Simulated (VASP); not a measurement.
# BiTe (R-3m) in VASP: further runs

The runs below take BiTe through single point, with PBEsol.

All numbers are computed with VASP 6.6.1; they aren't measurements. Logs are shortened: lines on timing, memory, paths and dates and some standing lists are left out, and cuts for length are marked.

## 1. The cell of the first run

Symmetry: R-3m, No. 166, trigonal system. The conventional cell has a = 4.798 Å, b = 4.798 Å, c = 9.921 Å, α = 90.00°, β = 90.00°, γ = 120.00°. Within 4.4 Å of Bi (site symmetry -3m) lie 6 Te at 3.23 Å and 6 Bi at 4.31 Å. Te (site symmetry -3m) has 6 Bi at 3.23 Å and 6 Te at 4.31 Å within 4.4 Å.

## 2. Single point, PBEsol (strain +0.0350 x Voigt [0, 0, 1, 0, 0, 0])

INCAR

```
SYSTEM = BiTe
PREC = Accurate ; ENCUT = 520
EDIFF = 1E-6 ; ISMEAR = 0
SIGMA = 0.15 ; LREAL = .FALSE.
LASPH = .TRUE. ; NELM = 80
ALGO = Normal ; ISIF = 2
LWAVE = .FALSE. ; LCHARG = .TRUE.
GGA = PS ; LELF = .TRUE.
LVHAR = .TRUE. ; NBANDS = 18
```

KPOINTS

```
Automatic mesh
0
G
  18 18 18
  0 0 0
```

POSCAR

```
BiTe
1.0
    2.3992465521      1.3852056427      3.3069395124
   -2.3992465521      1.3852056427      3.3069395124
    0.0000000000     -2.7704112854      3.3069395124
Bi Te
1 1
Direct
    0.5000000000      0.5000000000      0.5000000000
    0.0000000000      0.0000000000      0.0000000000
```

Potentials or basis: VASP PAW PBE potentials, release 64 (Bi_d, Te).

On the command line:

```
> cat potpaw_PBE.64/Bi_d/POTCAR potpaw_PBE.64/Te/POTCAR > POTCAR
> mpirun -np 1 vasp_std > vasp.out
```

OUTCAR:

```text
SYSTEM = BiTe
   PREC = Accurate
   ENCUT = 520
   EDIFF = 1E-6
   ISMEAR = 0
   LREAL = .FALSE.
   LASPH = .TRUE.
   NELM = 80
   ISIF = 2
   GGA = PS

 ion  position               nearest neighbor table
   1  0.500  0.500  0.500-   2 3.23   2 3.23   2 3.23   2 3.23   2 3.23   2 3.23
   2  0.000  0.000  0.000-   1 3.23   1 3.23   1 3.23   1 3.23   1 3.23   1 3.23

  LATTYP: Found a trigonal (rhomboedric) cell.
 ALAT       =     4.3140500263
 COS(alpha) =     0.3814007337

  Lattice vectors:

 A1 = (   2.3992465521,   1.3852056427,   3.3069395124)
 A2 = (  -2.3992465521,   1.3852056427,   3.3069395124)
 A3 = (   0.0000000000,  -2.7704112854,   3.3069395124)

Analysis of symmetry for initial positions (statically):
=====================================================================
 Subroutine PRICEL returns:
 Original cell was already a primitive cell.

 Routine SETGRP: Setting up the symmetry group for a
 trigonal (rhombohedral) supercell.

 Subroutine GETGRP returns: Found 12 space group operations
 (whereof 12 operations were pure point group operations)
 out of a pool of 12 trial point group operations.

The static configuration has the point symmetry D_3d.

Analysis of symmetry for dynamics (positions and initial velocities):
=====================================================================
 Subroutine PRICEL returns:
 Original cell was already a primitive cell.

 Routine SETGRP: Setting up the symmetry group for a
 trigonal (rhombohedral) supercell.

 Subroutine GETGRP returns: Found 12 space group operations
 (whereof 12 operations were pure point group operations)
 out of a pool of 12 trial point group operations.

The dynamic configuration has the point symmetry D_3d.

 Subroutine INISYM returns: Found 12 space group operations
 (whereof 12 operations are pure point group operations),
 and found     1 'primitive' translations

----------------------------------------------------------------------------------------

                                     Primitive cell

  volume of cell :      65.9427

  direct lattice vectors                    reciprocal lattice vectors
     2.399246552  1.385205643  3.306939512     0.208398757  0.120319079  0.100798134
    -2.399246552  1.385205643  3.306939512    -0.208398757  0.120319079  0.100798134
     0.000000000 -2.770411285  3.306939512     0.000000000 -0.240638157  0.100798134

  length of vectors
     4.314050026  4.314050026  4.314050026     0.260896506  0.260896506  0.260896506

  position of ions in fractional coordinates (direct lattice)
     0.500000000  0.500000000  0.500000000
     0.000000000  0.000000000  0.000000000

  ion indices of the primitive-cell ions
   primitive index   ion index
                 1           1
                 2           2

----------------------------------------------------------------------------------------

 KPOINTS: Automatic mesh

Automatic generation of k-mesh.
 Grid dimensions read from file:
 generate k-points for:   18   18   18

 Generating k-lattice:

  Cartesian coordinates                     Fractional coordinates (reciprocal lattice)
     0.011577709  0.006684393  0.005599896     0.055555556  0.000000000  0.000000000
    -0.011577709  0.006684393  0.005599896     0.000000000  0.055555556  0.000000000
     0.000000000 -0.013368787  0.005599896     0.000000000  0.000000000  0.055555556

  Length of vectors
     0.014494250  0.014494250  0.014494250

  Shift w.r.t. Gamma in fractional coordinates (k-lattice)
     0.000000000  0.000000000  0.000000000

 Subroutine IBZKPT returns following result:
 ===========================================

 Found    580 irreducible k-points:

 Following reciprocal coordinates:
            Coordinates               Weight
  0.000000  0.000000  0.000000      1.000000
  0.055556  0.000000 -0.000000      6.000000
  0.111111  0.000000 -0.000000      6.000000
  0.166667  0.000000  0.000000      6.000000
  0.222222  0.000000  0.000000      6.000000
  0.277778 -0.000000  0.000000      6.000000
[... 16 lines left out ...]
 -0.277778  0.055556  0.000000     12.000000
 -0.222222  0.055556 -0.000000     12.000000
 [... further k-points ...]
   k-points           NKPTS =    580   k-points in BZ     NKDIM =    580   number of bands    NBANDS=     18
   number of dos      NEDOS =    301   number of ions     NIONS =      2
   total plane-waves  NPLWV =  32768
   dimension x,y,z NGX =    32 NGY =   32 NGZ =   32
   dimension x,y,z NGXF=    64 NGYF=   64 NGZF=   64
   ions per type =               1   1
   NGX,Y,Z   is equivalent  to a cutoff of  12.33, 12.33, 12.33 a.u.
   NGXF,Y,Z  is equivalent  to a cutoff of  24.66, 24.66, 24.66 a.u.
 SYSTEM =  BiTe
   PREC   = accura    normal or accurate (medium, high low for compatibility)
   ISTART =      0    job   : 0-new  1-cont  2-samecut
   ICHARG =      2    charge: 1-file 2-atom 10-const
   ISPIN  =      1    spin polarized calculation?
   LNONCOLLINEAR =      F non collinear calculations
   LSORBIT =      F    spin-orbit coupling
   LASPH  =      T    aspherical Exc in radial PAW
   ENCUT  =  520.0 eV  38.22 Ry    6.18 a.u.   8.02  8.02  8.02*2*pi/ulx,y,z
   NELM   =     80;   NELMIN=  2; NELMDL= -5     # of ELM steps
   EDIFF  = 0.1E-05   stopping-criterion for ELM
   LREAL  =      F    real-space projection
   EDIFFG = 0.1E-04   stopping-criterion for IOM
   NSW    =      0    number of steps for IOM
   IBRION =     -1    ionic relax: 0-MD 1-quasi-New 2-CG
   NFREE  =      0    steps in history (QN), initial steepest desc. (CG)
   ISIF   =      2    stress and relaxation
   ISYM   =      2    0-nonsym 1-usesym 2-fastsym
   POTIM  = 0.5000    time-step for ionic-motion
   TEBEG  =    0.0;   TEEND  =   0.0 temperature during run
   PSTRESS=    0.0 pullay stress
   NELECT =      21.0000    total number of electrons
   NUPDOWN=      -1.0000    fix difference up-down
   EMIN   =  10.00;   EMAX   =-10.00  energy-range for DOS
   EFERMI =   0.00;   METHOD = LEGACY
   ISMEAR =     0;   SIGMA  =   0.15  broadening in eV -4-tet -1-fermi 0-gaus
   EFERMI_NEDOS =   21; number of points for ismear=-14 and -15
   IALGO  =     38    algorithm
   IMIX   =      4    mixing-type and parameters
     AMIX     =   0.40;   BMIX     =  1.00
     AMIX_MAG =   1.60;   BMIX_MAG =  1.00
  volume/ion in A,a.u.               =      32.97       222.50
  Fermi-wavevector in a.u.,A,eV,Ry     =   1.117959  2.112635 17.004989  1.249831
  Thomas-Fermi vector in A             =   2.254586
   LORBIT       =      0    0 simple, 1 ext, 2 COOP (PROOUT), +10 PAW based schemes
   GGA     = PS    functional components
   LHFCALC =     F    Hartree Fock is set to
   AEXX    =    0.0000 exact exchange contribution
   IVDW    =     0    specifies the selected vdW correction
   LEPSILON=     F    determine dielectric tensor
   LRPA    =     F    only Hartree local field effects (RPA)
 non-spin polarized calculation
 Gauss-broadening in eV      SIGMA  =   0.15
  energy-cutoff  :      520.00
  volume of cell :       65.94
 maximum number of plane-waves:      1795
   NGX = 17   NGY = 17   NGZ = 17

 number of electron      21.0000003 magnetization

 Free energy of the ion-electron system (eV)
  ---------------------------------------------------
  ext. energy  EPLUGINS =         0.00000000
  ---------------------------------------------------
  free energy    TOTEN  =        -8.00710946 eV

  energy without entropy =       -7.99290421  energy(sigma->0) =       -8.00000683

 E-fermi :   6.7795     XC(G=0):  -9.7310

 val. band max:        6.7730562699   @ k =   0.3333   0.2778   0.2222
 cond. band min:       6.7823758482   @ k =  -0.4444   0.2222   0.2222
 fundamental gap:      0.0093195783
 Fermi energy:         6.7795273405

 k-point     1 :       0.0000    0.0000    0.0000
  band No.  band energies     occupation
      1     -16.3470      2.00000
      2     -16.3470      2.00000
      3     -16.3388      2.00000
      4     -16.3388      2.00000
      5     -16.3231      2.00000
      6      -6.8666      2.00000
[... 10 lines left out ...]
     17      13.3428      0.00000
     18      13.6247      0.00000

 k-point     2 :       0.0556    0.0000   -0.0000
  band No.  band energies     occupation
      1     -16.3470      2.00000
      2     -16.3469      2.00000
      3     -16.3390      2.00000
      4     -16.3386      2.00000
      5     -16.3231      2.00000
      6      -6.8394      2.00000
[... 10 lines left out ...]
     17      13.2706      0.00000
     18      13.8052      0.00000

 k-point     3 :       0.1111    0.0000   -0.0000
  band No.  band energies     occupation
      1     -16.3470      2.00000
      2     -16.3467      2.00000
      3     -16.3396      2.00000
      4     -16.3379      2.00000
      5     -16.3229      2.00000
      6      -6.7580      2.00000
[... 10 lines left out ...]
     17      13.7208      0.00000
     18      14.1733      0.00000

 k-point     4 :       0.1667    0.0000    0.0000
  band No.  band energies     occupation
      1     -16.3471      2.00000
      2     -16.3465      2.00000
      3     -16.3403      2.00000
      4     -16.3368      2.00000
      5     -16.3225      2.00000
      6      -6.6230      2.00000
[... 375 lines left out ...]
      4     -16.3334      2.00000
      5     -16.3197      2.00000
      6      -5.7929      2.00000
[... 10 lines left out ...]
     17      15.2935      0.00000
     18      16.2568      0.00000

 k-point    23 :      -0.2778    0.0556    0.0000
  band No.  band energies     occupation
      1     -16.3478      2.00000
      2     -16.3462      2.00000
      3     -16.3411      2.00000
      4     -16.3345      2.00000
      5     -16.3207      2.00000
      6      -6.0938      2.00000
[... 10 lines left out ...]
     17      15.4368      0.00000
     18      16.1167      0.00000

 k-point    24 :      -0.2222    0.0556   -0.0000
  band No.  band energies     occupation
      1     -16.3475      2.00000
      2     -16.3459      2.00000
      3     -16.3408      2.00000
      4     -16.3357      2.00000
      5     -16.3216      2.00000
      6      -6.3468      2.00000
[... 10 lines left out ...]
     17      14.9893      0.00000
     18      15.6880      0.00000

 [... further k-points ...]

------------------------ aborting loop because EDIFF is reached ----------------------------------------

  FORCE on cell =-STRESS in cart. coord.  units (eV):
  Direction    XX          YY          ZZ          XY          YZ          ZX
  --------------------------------------------------------------------------------------
  -------------------------------------------------------------------------------------
  Total       -0.5601871     -0.5601871     -0.6118334      0.0000000     -0.0000000      0.0000000
  in kB      -13.6105933    -13.6105933    -14.8654194      0.0000000     -0.0000000      0.0000000
  external PRESSURE =     -14.0288687 kB  Pullay stress =       0.0000000 kB

 VOLUME and BASIS-vectors are now :
 -----------------------------------------------------------------------------
  energy-cutoff  :      520.00
  volume of cell :       65.94
      direct lattice vectors                 reciprocal lattice vectors
     2.399246552  1.385205643  3.306939512     0.208398757  0.120319079  0.100798134
    -2.399246552  1.385205643  3.306939512    -0.208398757  0.120319079  0.100798134
     0.000000000 -2.770411285  3.306939512     0.000000000 -0.240638157  0.100798134

 POSITION                                       TOTAL-FORCE (eV/Angst)
 -----------------------------------------------------------------------------------
      0.00000      0.00000      4.96041         0.000000      0.000000     -0.000000
      0.00000      0.00000      0.00000        -0.000000     -0.000000      0.000000
 -----------------------------------------------------------------------------------
    total drift:                               -0.000000      0.000000     -0.000000

  FREE ENERGIE OF THE ION-ELECTRON SYSTEM (eV)
  ---------------------------------------------------
  free  energy   TOTEN  =        -8.0071094563 eV

  energy  without entropy=       -7.9929042054  energy(sigma->0) =       -8.00000683
```

Run time: 6 min. Hardware: 1 thread of Intel Xeon Platinum 8259CL at 2.50GHz (Skylake/Cascade Lake), shared host; peak memory 0.72 GiB.

What came out:

* Free energy: -8.0071 eV
* Pressure: -1.4 GPa
* Band gap on the k mesh: zero (an odd number of electrons rules out a gap without spin polarisation)

Stress tensor (GPa, compression positive):
```
-1.36  0.00  0.00
 0.00 -1.36  0.00
 0.00  0.00 -1.49
```

Levels at points of the mesh, in eV from the Fermi level:
```
           k point  band 6  band 7  band 8  band 9  band 10  band 11  band 12  band 13  band 14  band 15
(0.00, 0.00, 0.00)  -13.65   -8.19   -2.96   -2.96    -1.65     1.95     2.55     2.55     4.02     4.02
(0.50, 0.00, 0.00)  -11.67  -11.43   -1.89   -1.83    -1.03    -0.99    -0.64     0.29     6.71     6.84
(0.50, 0.50, 0.00)  -11.78   -9.97   -5.77   -4.58    -3.40     2.27     3.20     3.70     4.77     8.30
(0.50, 0.50, 0.50)  -11.32  -11.01   -2.38   -2.38    -2.24    -1.60    -1.30    -1.30     7.97     8.56
```

Caveat: the cell differs from its parent crystal (strain +0.0350 x Voigt [0, 0, 1, 0, 0, 0]); the PAW data sets were made with another functional, which shifts forces and pressure a little; spin-orbit coupling is left out, which moves the levels of the heavy elements; an odd number of electrons without spin polarisation forces a metal; a magnetic or distorted state may lie lower.

## 3. Single point, PBEsol (strain +0.0400 x Voigt [0, 0, 1, 0, 0, 0])

INCAR

```
ALGO = Normal
EDIFF = 1E-6
ENCUT = 520
GGA = PS
ISIF = 2
ISMEAR = 0
LASPH = True
LCHARG = False
LREAL = False
LWAVE = False
NBANDS = 18
NELM = 80
PREC = Accurate
SIGMA = 0.15
```

KPOINTS

```
k-points
0
Gamma
  18 18 18
```

POSCAR

```
BiTe
1.0
    2.3992465521      1.3852056427      3.3229150656
   -2.3992465521      1.3852056427      3.3229150656
    0.0000000000     -2.7704112854      3.3229150656
Bi Te
1 1
Direct
    0.5000000000      0.5000000000      0.5000000000
    0.0000000000      0.0000000000      0.0000000000
```

Potentials or basis: VASP PAW PBE potentials, release 64 (Bi_d, Te).

On the command line:

```
> cat potpaw_PBE.64/Bi_d/POTCAR potpaw_PBE.64/Te/POTCAR > POTCAR
> mpirun -np 1 vasp_std > vasp.out
```

Run time: 5.9 min. Hardware: 1 thread of Intel Xeon Platinum 8259CL at 2.50GHz (Skylake/Cascade Lake), shared host; peak memory 0.73 GiB.

The run converged. Its results:

```yaml
Free_energy: -8.0041 eV
Pressure: -1.6 GPa
Band_gap_on_the_k_mesh: zero (an odd number of electrons rules out a gap without spin polarisation)
```

Stress tensor (GPa, compression positive):
```
-1.54  0.00  0.00
 0.00 -1.54  0.00
 0.00  0.00 -1.68
```

Levels at points of the mesh, in eV from the Fermi level:
| k point | band 6 | band 7 | band 8 | band 9 | band 10 | band 11 | band 12 | band 13 | band 14 | band 15 |
| --- | --- | --- | --- | --- | --- | --- | --- | --- | --- | --- |
| (0.00, 0.00, 0.00) | -13.62 | -8.20 | -2.94 | -2.94 | -1.66 | 1.94 | 2.52 | 2.52 | 4.04 | 4.04 |
| (0.50, 0.00, 0.00) | -11.66 | -11.42 | -1.88 | -1.83 | -1.05 | -0.98 | -0.64 | 0.25 | 6.73 | 6.84 |
| (0.50, 0.50, 0.00) | -11.77 | -9.97 | -5.74 | -4.55 | -3.41 | 2.28 | 3.20 | 3.69 | 4.75 | 8.31 |
| (0.50, 0.50, 0.50) | -11.32 | -11.01 | -2.36 | -2.36 | -2.22 | -1.57 | -1.27 | -1.27 | 7.93 | 8.51 |

Caveat: the cell differs from its parent crystal (strain +0.0400 x Voigt [0, 0, 1, 0, 0, 0]); the PAW data sets were made with another functional, which shifts forces and pressure a little; spin-orbit coupling is left out, which moves the levels of the heavy elements; an odd number of electrons without spin polarisation forces a metal; a magnetic or distorted state may lie lower.
